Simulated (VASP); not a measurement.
Cs4Zn:

```
Cs Zn
1.0
     7.69902    0.00000    0.00000
     0.00000    7.69902    0.00000
     0.00000    0.00000    7.69902
Cs Zn
4 1
Direct
  0.50000 0.00000 0.00000
  0.00000 0.50000 0.00000
  0.00000 0.00000 0.50000
  0.50000 0.50000 0.50000
  0.00000 0.00000 0.00000
```

Program: VASP 6.6.1. Alike in all runs: task single point; potentials or basis VASP PAW PBE potentials, release 64 (Cs_sv, Zn); no spin polarisation; cell as given; cutoff (eV) 520; smearing gaussian 0.1 eV. Hardware: 1 thread of Oxide Virtual Turin-like Processor, on a shared host.

Problem. Order these runs on this cell by their wall time, lowest first.
A. level r2SCAN; k mesh 6 × 6 × 6
B. level PBE; k mesh 2 × 2 × 2
C. level PBE; k mesh 6 × 6 × 6

Solution. B (77 s), C (400 s), A (2300 s).

Caveats: some runs use coarse meshes.
